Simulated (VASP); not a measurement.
CuO: single point with RPBE

The system is CuO.

```
Cu O
1.0
     3.28802    0.00000    0.00000
    -1.64401    2.84751    0.00000
     0.00000    0.00000    5.38502
Cu O
2 2
Direct
  0.66667 0.33333 0.00000
  0.33333 0.66667 0.50000
  0.66667 0.33333 0.62520
  0.33333 0.66667 0.12520
```

```
Program                : VASP 6.6.1
Task                   : single point
Functional             : RPBE
Potentials or basis    : VASP PAW PBE potentials, release 64 (Cu, O)
Cutoff                 : 520 eV
k mesh                 : 9 × 9 × 5
Occupations            : fermi-dirac, width 0.05 eV
Spin                   : no spin polarisation
Dipole correction      : no
Further INCAR settings : ALGO = Normal; EDIFF = 1e-06; NBANDS = 25
```

| Item | Value |
| --- | --- |
| Pressure | -4.2 GPa |
| Largest force | 0.074 eV/Å |
| Band gap on the k mesh | zero (band 17 reaches 4.01 eV, above the bottom of band 18 at 2.68 eV) |

Forces in eV/Å, atoms in the order of the input:
```
Cu   0.000  0.000 -0.074
Cu   0.000  0.000 -0.074
O    0.000  0.000  0.074
O    0.000  0.000  0.074
```

Stress tensor (GPa, compression positive):
```
-4.69  0.00  0.00
 0.00 -4.69  0.00
 0.00  0.00 -3.37
```

Levels at points of the mesh, in eV from the Fermi level:
```tsv
k point	band 14	band 15	band 16	band 17	band 18	band 19	band 20	band 21
(0.00, 0.00, 0.00)	0.02	0.02	0.63	0.74	0.74	1.06	5.77	7.85
```

Run time: 16 s on 1 thread of Intel(R) Xeon(R) 6975P-C (Granite Rapids), with other jobs on the host, peak memory 0.18 GiB.

Caveat: the PAW data sets were made with another functional, which shifts forces and pressure a little; semilocal functionals often make such compounds metallic where correlation or magnetic order opens a gap, which also shifts bond lengths. With open d or f shells a metallic result of RPBE can be an artefact of self-interaction; +U or a hybrid may open a gap.
